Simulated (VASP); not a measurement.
# BeS (F-43m) in VASP: G0W0 quasiparticle levels with LDA

Aim: the G0W0 quasiparticle levels of BeS with LDA.

Everything below comes from runs of VASP 6.6.1. Logs are shortened: lines on timing, memory, paths and dates and some standing lists are left out, and cuts for length are marked.

## Step 1: The cell of the first run

It takes space group F-43m (No. 216, cubic). Conventional cell: a = 4.869 Å, b = 4.869 Å, c = 4.869 Å, α = 90.00°, β = 90.00°, γ = 90.00°. Be (site symmetry -43m) has 4 S at 2.11 Å within 2.8 Å. Within 2.8 Å of S (site symmetry -43m) lie 4 Be at 2.11 Å.

## Step 2: G0W0 quasiparticle levels, LDA

Contents of POSCAR:

```
BeS
1.0
    0.0000000000      2.4343066366      2.4343066366
    2.4343066366      0.0000000000      2.4343066366
    2.4343066366      2.4343066366      0.0000000000
Be S
1 1
Direct
    0.0000000000      0.0000000000      0.0000000000
    0.2500000000      0.2500000000      0.2500000000
```

Contents of INCAR.step1:

```
PREC = Accurate
ENCUT = 500
EDIFF = 1E-8
ISMEAR = 0
SIGMA = 0.01
LREAL = False
LASPH = True
NELM = 100
ALGO = Normal
LWAVE = True
LCHARG = False
GGA = CA
```

Contents of INCAR.step2:

```
PREC = Accurate
ENCUT = 500
EDIFF = 1E-8
ISMEAR = 0
SIGMA = 0.01
LREAL = False
LASPH = True
NELM = 1
ALGO = Exact
LWAVE = True
LCHARG = False
GGA = CA
NBANDS = 64
LOPTICS = True
ISTART = 1
```

Contents of INCAR.step3:

```
PREC = Accurate
ENCUT = 500
EDIFF = 1E-8
ISMEAR = 0
SIGMA = 0.01
LREAL = False
LASPH = True
ALGO = EVGW0
LWAVE = False
LCHARG = False
GGA = CA
NELMGW = 1
NBANDS = 64
ENCUTGW = 80.0
NOMEGA = 48
PRECFOCK = Fast
ISTART = 1
NBANDSGW = 12
```

Contents of KPOINTS:

```
regular mesh
0
Gamma
  4 4 4
```

Potentials or basis: VASP PAW LDA potentials, release 64 (Be_GW, S_GW).

Launch:

```
$ cat potpaw_LDA.64/Be_GW/POTCAR potpaw_LDA.64/S_GW/POTCAR > POTCAR
$ cp INCAR.step1 INCAR
$ mpirun -np 1 vasp_std > vasp.out
$ cp INCAR.step2 INCAR
$ mpirun -np 1 vasp_std > vasp.out
$ cp INCAR.step3 INCAR
$ mpirun -np 1 vasp_std > vasp.out
```

OUTCAR:

```text
PREC = Accurate
   ENCUT = 500
   EDIFF = 1E-8
   ISMEAR = 0
   LREAL = False
   LASPH = True
   GGA = CA
   NELMGW = 1
   ENCUTGW = 80.0
   PRECFOCK = Fast
   ISTART = 1

 ion  position               nearest neighbor table
   1  0.000  0.000  0.000-   2 2.11   2 2.11   2 2.11   2 2.11
   2  0.250  0.250  0.250-   1 2.11   1 2.11   1 2.11   1 2.11

  LATTYP: Found a face centered cubic cell.
 ALAT       =     4.8686132732

  Lattice vectors:

 A1 = (   0.0000000000,   2.4343066366,   2.4343066366)
 A2 = (   2.4343066366,   0.0000000000,   2.4343066366)
 A3 = (   2.4343066366,   2.4343066366,   0.0000000000)

Analysis of symmetry for initial positions (statically):
=====================================================================
 Subroutine PRICEL returns:
 Original cell was already a primitive cell.

 Routine SETGRP: Setting up the symmetry group for a
 face centered cubic supercell.

 Subroutine GETGRP returns: Found 24 space group operations
 (whereof 24 operations were pure point group operations)
 out of a pool of 48 trial point group operations.

The static configuration has the point symmetry T_d .

Analysis of symmetry for dynamics (positions and initial velocities):
=====================================================================
 Subroutine PRICEL returns:
 Original cell was already a primitive cell.

 Routine SETGRP: Setting up the symmetry group for a
 face centered cubic supercell.

 Subroutine GETGRP returns: Found 24 space group operations
 (whereof 24 operations were pure point group operations)
 out of a pool of 48 trial point group operations.

The dynamic configuration has the point symmetry T_d .

 Subroutine INISYM returns: Found 24 space group operations
 (whereof 24 operations are pure point group operations),
 and found     1 'primitive' translations

----------------------------------------------------------------------------------------

[... 72 lines left out ...]
   LASPH  =      T    aspherical Exc in radial PAW
   ENCUT  =  500.0 eV  36.75 Ry    6.06 a.u.   6.28  6.28  6.28*2*pi/ulx,y,z
   NELM   =     60;   NELMIN=  2; NELMDL=  0     # of ELM steps
   EDIFF  = 0.1E-07   stopping-criterion for ELM
   LREAL  =      F    real-space projection
   EDIFFG = 0.1E-06   stopping-criterion for IOM
   NSW    =      0    number of steps for IOM
   IBRION =     -1    ionic relax: 0-MD 1-quasi-New 2-CG
   NFREE  =      0    steps in history (QN), initial steepest desc. (CG)
   ISIF   =      0    stress and relaxation
   ISYM   =      3    0-nonsym 1-usesym 2-fastsym
   POTIM  = 0.5000    time-step for ionic-motion
   TEBEG  =    0.0;   TEEND  =   0.0 temperature during run
   PSTRESS=    0.0 pullay stress
   NELECT =       8.0000    total number of electrons
   NUPDOWN=      -1.0000    fix difference up-down
   EMIN   =  10.00;   EMAX   =-10.00  energy-range for DOS
   EFERMI =   0.00;   METHOD = LEGACY
   ISMEAR =     0;   SIGMA  =   0.01  broadening in eV -4-tet -1-fermi 0-gaus
   EFERMI_NEDOS =   21; number of points for ismear=-14 and -15
   IALGO  =     38    algorithm
   IMIX   =      4    mixing-type and parameters
     AMIX     =   0.40;   BMIX     =  1.00
     AMIX_MAG =   1.60;   BMIX_MAG =  1.00
  volume/ion in A,a.u.               =      14.43        97.35
  Fermi-wavevector in a.u.,A,eV,Ry     =   1.067545  2.017368 15.505913  1.139652
  Thomas-Fermi vector in A             =   2.203165
   LORBIT       =      0    0 simple, 1 ext, 2 COOP (PROOUT), +10 PAW based schemes
   GGA     = CA    functional components
   LHFCALC =     T    Hartree Fock is set to
   PRECFOCK=fast      Normal, Fast or Accurate (Low or Medium for compatibility)
   ENCUT4O =  -1.0   cutoff for four orbital integrals eV
   NKREDX  =     1    reduce k-point grid by
   NKREDY  =     1    reduce k-point grid by
   NKREDZ  =     1    reduce k-point grid by
   AEXX    =    1.0000 exact exchange contribution
   HFSCREEN=    0.0000 screening length (either q_TF or 0.3 A-1)
   HFSCREENC=   0.0000 screening length for correlation (either q_TF or 0.3 A-1)
   ENCUTFOCK=  -1.0 apply spherical cutoff to Coloumb kernel
   IVDW    =     0    specifies the selected vdW correction
   LEPSILON=     F    determine dielectric tensor
   LRPA    =     F    only Hartree local field effects (RPA)
   LRPAFORCE           =     F    calculate RPA forces
   ENCUTGW             =  80.0    cutoff for response function in eV
   ENCUTGWSOFT         =  64.0    soft cutoff for Coulomb kernel in GW response function in eV
   ENCUTLF             =  -1.0    cutoff for local field effects
   NELMGW              =     1    number of iterations in solving QP/BSE equation
   NELMHF              =     1    number of iterations in the inner HF iteration
   NKREDLFX            =     1    NKREDLFY  =   1   NKREDLFZ  =   1
 non-spin polarized calculation
 Gauss-broadening in eV      SIGMA  =   0.01
  energy-cutoff  :      500.00
  volume of cell :       28.85
 maximum number of plane-waves:       754
 NGX is ok and might be reduce to    28
  NGX = 14; NGY = 14; NGZ = 14
   NGX = 13   NGY = 13   NGZ = 13
 maximum number of plane-waves:        59
 NGX is ok and might be reduce to    10

 QP shifts <psi_nk| G(iteration)W_0 |psi_nk>: iteration 1
 for sc-GW calculations column KS-energies equals QP-energies in previous step
 and V_xc(KS)=  KS-energies - (<T + V_ion + V_H > + <T+V_H+V_ion>^1  + <V_x>^1)

 k-point   1 :       0.0000    0.0000    0.0000
  band No.  KS-energies  QP-energies   sigma(KS)   V_xc(KS)     V^pw_x(r,r')   Z            occupation Imag(sigma)

      1     -10.0009     -10.7082     -13.7568     -12.8277     -21.2541       0.7614       2.0000       1.5818
      2       3.5862       3.0448     -14.4837     -13.7946     -16.5335       0.7856       2.0000       0.0699
      3       3.5862       3.0448     -14.4837     -13.7946     -16.5335       0.7856       2.0000       0.0699
      4       3.5862       3.0448     -14.4837     -13.7946     -16.5335       0.7856       2.0000       0.0699
      5       9.0885      10.1335      -9.4782     -10.7966      -5.2058       0.7927       0.0000      -0.0909
      6       9.0885      10.1335      -9.4782     -10.7966      -5.2058       0.7927       0.0000      -0.0909
      7       9.0885      10.1335      -9.4782     -10.7966      -5.2058       0.7927       0.0000      -0.0909
      8       9.1553       9.9929      -9.6998     -10.7550      -5.2895       0.7938       0.0000      -0.0993
      9      16.1621      17.2754     -10.1576     -11.6067      -4.9173       0.7683       0.0000      -0.2200
     10      16.1621      17.2754     -10.1576     -11.6067      -4.9173       0.7683       0.0000      -0.2200
     11      18.0953      18.4614      -8.4709      -8.9536      -2.3372       0.7583       0.0000      -0.4820
     12      19.7969      20.3619      -8.3796      -9.0928      -2.2614       0.7922       0.0000      -0.6982
[... 100 lines left out ...]
      1      -7.8032      -8.2246     -14.5215     -13.9342     -21.5275       0.7175       2.0000       1.0528
      2      -0.6291      -1.5758     -13.3580     -12.0951     -16.5915       0.7496       2.0000       0.1376
      3      -0.2988      -1.1182     -13.0248     -11.9468     -15.9281       0.7601       2.0000       0.1204
      4       0.2172      -0.5308     -12.8390     -11.8637     -15.4725       0.7670       2.0000       0.1045
      5       9.8543      10.6620      -9.8322     -10.8489      -5.6757       0.7944       0.0000      -0.0974
      6      11.4425      12.3993      -9.2001     -10.4093      -4.6258       0.7913       0.0000      -0.1142
      7      11.7728      12.7585      -9.2818     -10.5548      -4.1970       0.7743       0.0000      -0.1402
      8      12.2839      13.3386     -10.5921     -11.9707      -5.5907       0.7650       0.0000      -0.1448
      9      17.5686      18.8562     -10.4169     -12.1336      -4.4391       0.7501       0.0000      -0.3672
     10      17.6264      18.6627     -10.5242     -11.9305      -4.2320       0.7369       0.0000      -0.4445
     11      20.2060      21.4739     -10.3727     -12.0455      -3.9915       0.7580       0.0000      -0.5786
     12      21.7330      22.6074      -9.8159     -10.9211      -3.4791       0.7912       0.0000      -0.8586
```

OUTCAR.step1:

```text
PREC = Accurate
   ENCUT = 500
   EDIFF = 1E-8
   ISMEAR = 0
   LREAL = False
[... 291 lines left out ...]
      0.00000      0.00000      0.00000         0.000000     -0.000000     -0.000000
      1.21715      1.21715      1.21715        -0.000000      0.000000      0.000000
 -----------------------------------------------------------------------------------
    total drift:                                0.000000      0.000000      0.000000

  FREE ENERGIE OF THE ION-ELECTRON SYSTEM (eV)
  ---------------------------------------------------
  free  energy   TOTEN  =       -11.0725805971 eV

  energy  without entropy=      -11.0725805971  energy(sigma->0) =      -11.07258060
```

OUTCAR.step2:

```text
PREC = Accurate
   ENCUT = 500
   EDIFF = 1E-8
   ISMEAR = 0
   LREAL = False
[... 689 lines left out ...]
     0.00000     6.92040     6.92040     6.92040    -0.00000    -0.00000     0.00000
     1.17854     7.10576     7.10576     7.10576    -0.00000    -0.00000     0.00000
     2.35708     7.75689     7.75689     7.75689    -0.00000    -0.00000     0.00000
     3.53562     9.28902     9.28902     9.28902    -0.00000    -0.00000     0.00000
     4.71415    13.77202    13.77202    13.77202    -0.00000    -0.00000     0.00000
     5.89269    12.02280    12.02280    12.02280    -0.00000    -0.00000     0.00000
[... 92 lines left out ...]
   115.49679     0.97086     0.97086     0.97086     0.00000     0.00000    -0.00000
   116.67533     0.97148     0.97148     0.97148     0.00000     0.00000    -0.00000
```

It took 20 s on 1 thread of Intel Xeon 6975P-C (Granite Rapids), shared host; peak memory 0.24 GiB.

What came out:

```
Quasiparticle gap                                   : 4.12 eV
Least direct quasiparticle gap                      : 6.96 eV
Band gap of the starting levels on the mesh         : 2.90 eV
Least direct gap of the starting levels on the mesh : 5.50 eV
```

Caveat: the k points lie up to 0.56 Å⁻¹ apart; bands, screening cutoff and mesh are small and nothing is extrapolated, so the quasiparticle values aren't converged.
